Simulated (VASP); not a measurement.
Write the native input for VASP 6.6.1 that does the following.

- Task: single point
- Functional: PBE
- Potentials or basis: VASP PAW PBE potentials, release 64 (Al, N)
- Cutoff: 520 eV
- k mesh: 10 × 10 × 10
- Occupations: gaussian, width 0.05 eV
- Spin: no spin polarisation
- Dipole correction: no
- Further INCAR settings: ALGO = Normal; EDIFF = 1e-06; NBANDS = 11

The structure of AlN lies in POSCAR:

```
AlN
1.0
    0.0000000000      2.2012588983      2.2012588983
    2.2012588983      0.0000000000      2.2012588983
    2.2012588983      2.2012588983      0.0000000000
Al N
1 1
Direct
   -0.0085843750      0.0085843750      0.0085843750
    0.7665359922      0.7334640078      0.7334640078
```

This cell differs from its parent crystal: atoms displaced along a vibrational mode.

These files were run (other wordings do the same):

INCAR

```
PREC = Accurate ; ENCUT = 520
EDIFF = 1E-6 ; ISMEAR = 0
SIGMA = 0.05 ; LREAL = F
LASPH = T ; NELM = 100
ALGO = Normal ; ISIF = 2
LWAVE = F ; LCHARG = F
GGA = PE ; NBANDS = 11
```

KPOINTS

```
regular mesh
0
Gamma
  10 10 10
```

Potentials or basis: VASP PAW PBE potentials, release 64 (Al, N).

The run is started by

```sh
$ cat potpaw_PBE.64/Al/POTCAR potpaw_PBE.64/N/POTCAR > POTCAR
$ mpirun -np 1 vasp_std > vasp.out
```

It gave:

```
Pressure               : 1.2 GPa
Largest force          : 1.498 eV/Å
Band gap on the k mesh : 3.02 eV (least direct gap 3.69 eV)
```

Caveat: the cell differs from its parent crystal (atoms displaced along a vibrational mode); forces of over 1 eV/Å act on the atoms, so gaps and moduli don't describe the material at rest.

It took 47 s on 1 thread of AMD EPYC 7R13, with other jobs on the host, peak memory 0.13 GiB.
